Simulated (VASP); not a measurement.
A run of VASP 6.6.1 is set up as follows.

Contents of POSCAR:

```
SnO
1.0
    2.7369120000     -2.7377960000      0.0000000000
    2.7369120000      2.7377960000      0.0000000000
    0.0000000000      0.0000000000     10.2219600000
Sn O
4 4
Direct
    0.7365470000      0.2634530000      0.8638580000
    0.2634530000      0.7365470000      0.1361420000
    0.7634530000      0.2365470000      0.3638580000
    0.2365470000      0.7634530000      0.6361420000
    0.2619440000      0.2380560000      0.2500000000
    0.7380560000      0.7619440000      0.7500000000
    0.2380560000      0.2619440000      0.7500000000
    0.7619440000      0.7380560000      0.2500000000
```

Contents of INCAR.step1:

```
PREC = Accurate ; ENCUT = 520
ISMEAR = 0 ; SIGMA = 0.02
LREAL = False ; LASPH = True
NELM = 100 ; NBANDS = 50
GGA = PE ; ALGO = Normal
EDIFF = 1E-4 ; LWAVE = True
LCHARG = False
```

File INCAR.step2:

```
PREC = Accurate ; ENCUT = 520
EDIFF = 1E-6 ; ISMEAR = 0
SIGMA = 0.02 ; LREAL = False
LASPH = True ; NELM = 100
ALGO = Normal ; ISIF = 2
LWAVE = False ; LCHARG = False
METAGGA = R2SCAN ; LMIXTAU = True
NBANDS = 50 ; ISTART = 1
```

File KPOINTS:

```
Automatic mesh
0
Gamma
  10 10 4
```

Potentials or basis: VASP PAW PBE potentials, release 64 (Sn_d, O).

Run with:

```sh
$ cat potpaw_PBE.64/Sn_d/POTCAR potpaw_PBE.64/O/POTCAR > POTCAR
$ cp INCAR.step1 INCAR
$ mpirun -np 1 vasp_std > vasp.out
$ cp INCAR.step2 INCAR
$ mpirun -np 1 vasp_std > vasp.out
```

Q: What does it give for the band gap on the k mesh?

A: 0.72 eV.

Q: Predict the largest force.

A: 0.456 eV/Å.

Q: Predict the pressure.

A: -3.7 GPa.

Stress tensor (GPa, compression positive):
```
-4.04  0.00  0.00
 0.00 -4.04  0.00
 0.00  0.00 -3.00
```

Caveat: the cell stands under tension; the PAW data sets were made with another functional, which shifts forces and pressure a little; spin-orbit coupling is left out, which moves the levels of the heavy elements. A k mesh can miss the band edges.
